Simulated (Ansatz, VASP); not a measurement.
InSb3: VASP beside Ansatz

Contents of INCAR:

```
PREC     = Accurate       # precision mode
ENCUT    = 520            # plane-wave cutoff, eV
EDIFF    = 1E-7           # SCF threshold, eV
ISMEAR   = 0              # smearing method
SIGMA    = 0.15           # smearing width, eV
LREAL    = F              # projectors in reciprocal space
LASPH    = T              # aspherical terms in the spheres
NELM     = 80             # most SCF steps
ALGO     = Normal         # electronic algorithm
ISIF     = 2              # what is computed and relaxed
LWAVE    = F              # write WAVECAR
LCHARG   = F              # write CHGCAR
GGA      = PE             # functional
IVDW     = 12             # dispersion correction
NBANDS   = 22             # bands
```

The input KPOINTS:

```
regular mesh
0
Gamma
  12 12 12
```

POSCAR

```
InSb3
1.0
    0.0000000000      3.7279225306      3.7279225306
    3.7279225306      0.0000000000      3.7279225306
    3.7279225306      3.7279225306      0.0000000000
In Sb
1 3
Direct
    0.0000000000      0.0000000000      0.0000000000
    0.2500000000      0.2500000000      0.2500000000
    0.7500000000      0.7500000000      0.7500000000
    0.5000000000      0.5000000000      0.5000000000
```

Input for Ansatz:

```yaml
crystal:
  lattice:
    - [0.0, 3.7279225306, 3.7279225306]
    - [3.7279225306, 0.0, 3.7279225306]
    - [3.7279225306, 3.7279225306, 0.0]
  atoms:
    - { symbol: In, position: [0.0, 0.0, 0.0] }
    - { symbol: Sb, position: [0.25, 0.25, 0.25] }
    - { symbol: Sb, position: [0.75, 0.75, 0.75] }
    - { symbol: Sb, position: [0.5, 0.5, 0.5] }
basis:
  ecutwfc: 420
kpoints:
  mp_grid: { grid: [12, 12, 12] }
hamiltonian:
  xc: pbe
  dispersion: d3bj
scf:
  occupations: { method: gaussian, width: 0.15 }
output:
  forces: true
  stress: true
  eigenvalues: true
  write_density: true
  write_potential: true
  elf: true
  volumetric_format: npy
```

Alike in both runs: task single point; functional PBE; dispersion D3(BJ); k mesh 12 × 12 × 12; occupations gaussian, width 0.15 eV; no spin polarisation.

|  | VASP | Ansatz |
| --- | --- | --- |
| version | VASP 6.6.1 | Ansatz 0.2.0 |
| potentials or method | VASP PAW PBE potentials, release 64 (In_d, Sb), cutoff 520 eV | scalar-relativistic, plane waves, PAW |
| valence electrons in the cell | 28 | 58 |

```tsv
	VASP	Ansatz	Ansatz less VASP
gap on the k mesh at the Fermi level (eV)	none	none	-
pressure (GPa)	0.1	0.2	+0.09
```

A gap of «none» marks a metal or a gap that the smearing closes. VASP's potentials hold 28 valence electrons a cell and Ansatz's 58, so a difference there can come from the potentials and not from the codes.

Spin-orbit coupling is off throughout.
